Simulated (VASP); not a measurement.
Write the native input for VASP 6.6.1 that does the following.

* Task: single point
* Functional: PBE
* Potentials or basis: VASP PAW PBE potentials, release 64 (Ga_d, O)
* Cutoff: 520 eV
* k mesh: 12 × 12 × 2
* Occupations: gaussian, width 0.01 eV
* Spin: no spin polarisation
* Dipole correction: no
* Further INCAR settings: ALGO = Normal; EDIFF = 1e-07; NBANDS = 48

The structure of GaO lies in POSCAR:

```
GaO
1.0
    3.0910180582      0.0000000000      0.0000000000
   -1.5455090291      2.6769001620      0.0000000000
    0.0000000000      0.0000000000     12.3158234528
Ga O
4 4
Direct
    0.3333333333      0.6666666667      0.1497274097
    0.6666666667      0.3333333333      0.6497274097
    0.3333333333      0.6666666667      0.3502725903
    0.6666666667      0.3333333333      0.8502725903
    0.3333333333      0.6666666667      0.5921073223
    0.6666666667      0.3333333333      0.0921073223
    0.3333333333      0.6666666667      0.9078926777
    0.6666666667      0.3333333333      0.4078926777
```

One way to write it, as run:

INCAR

```
SYSTEM = GaO
PREC = Accurate ; ENCUT = 520
EDIFF = 1E-7 ; ISMEAR = 0
SIGMA = 0.01 ; LREAL = .FALSE.
LASPH = .TRUE. ; NELM = 100
ALGO = Normal ; ISIF = 2
LWAVE = .FALSE. ; LCHARG = .FALSE.
GGA = PE ; NBANDS = 48
```

KPOINTS

```
Automatic mesh
0
G
  12 12 2
  0 0 0
```

Potentials or basis: VASP PAW PBE potentials, release 64 (Ga_d, O).

Run with:

```console
$ cat potpaw_PBE.64/Ga_d/POTCAR potpaw_PBE.64/O/POTCAR > POTCAR
$ mpirun -np 1 vasp_std > vasp.out
```

It gave:

```yaml
Pressure: 5.5 GPa
Largest_force: 0.046 eV/Å
Band_gap_on_the_k_mesh: 0.89 eV
```

Caveat: the cell stands under pressure.

Wall time 110 s on 1 thread of Intel(R) Xeon(R) 6975P-C (Granite Rapids), on a shared host, peak memory 0.28 GiB.
